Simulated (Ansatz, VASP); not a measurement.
W in VASP and in Ansatz

File INCAR:

```
PREC = Accurate
ENCUT = 520
EDIFF = 1E-6
ISMEAR = 0
SIGMA = 0.15
LREAL = False
LASPH = True
NELM = 60
ALGO = Fast
ISIF = 2
LWAVE = False
LCHARG = True
LELF = True
LVHAR = True
NBANDS = 13
```

Contents of KPOINTS:

```
Automatic mesh
0
Gamma
  22 22 22
```

Contents of POSCAR:

```
W
1.0
    0.0000000000      2.2805094527      1.4348965476
    2.2805094527      0.0000000000      1.4348965476
    2.2805094527      2.2805094527      0.0000000000
W
1
Direct
    0.0000000000      0.0000000000      0.0000000000
```

Input for Ansatz:

```yaml
crystal:
  lattice:
    - [0.0, 2.2805094527, 1.4348965476]
    - [2.2805094527, 0.0, 1.4348965476]
    - [2.2805094527, 2.2805094527, 0.0]
  atoms:
    - { symbol: W, position: [0.0, 0.0, 0.0] }
basis:
  ecutwfc: 420
kpoints:
  mp_grid: { grid: [22, 22, 22] }
hamiltonian:
  xc: lda
  pseudopotentials: { kind: paw, azcp: { folder: soft_1 } }
scf:
  occupations: { method: gaussian, width: 0.15 }
output:
  forces: true
  stress: true
  eigenvalues: true
```

Alike in both runs: task single point; functional LDA; k mesh 22 × 22 × 22; occupations gaussian, width 0.15 eV; no spin polarisation.

|  | VASP | Ansatz |
| --- | --- | --- |
| version | VASP 6.6.1 | Ansatz 0.2.0 |
| potentials or method | VASP PAW LDA potentials, release 64 (W_sv), cutoff 520 eV | scalar-relativistic, plane waves, PAW |
| valence electrons in the cell | 14 | 14 |

```tsv
	VASP	Ansatz	Ansatz less VASP
gap on the k mesh at the Fermi level (eV)	none	none	-
pressure (GPa)	16.3	14.1	-2.16
traceless stress, the component that is largest in VASP (GPa)	28.38	28.27	-0.111
```

Ansatz warns that its potentials were made for another functional, while VASP's fit it. LDA's correlation is that of Perdew and Zunger in VASP and of Perdew and Wang (1992) in Ansatz. A gap of «none» marks a metal or a gap that the smearing closes.

Neither program's run includes spin-orbit coupling.
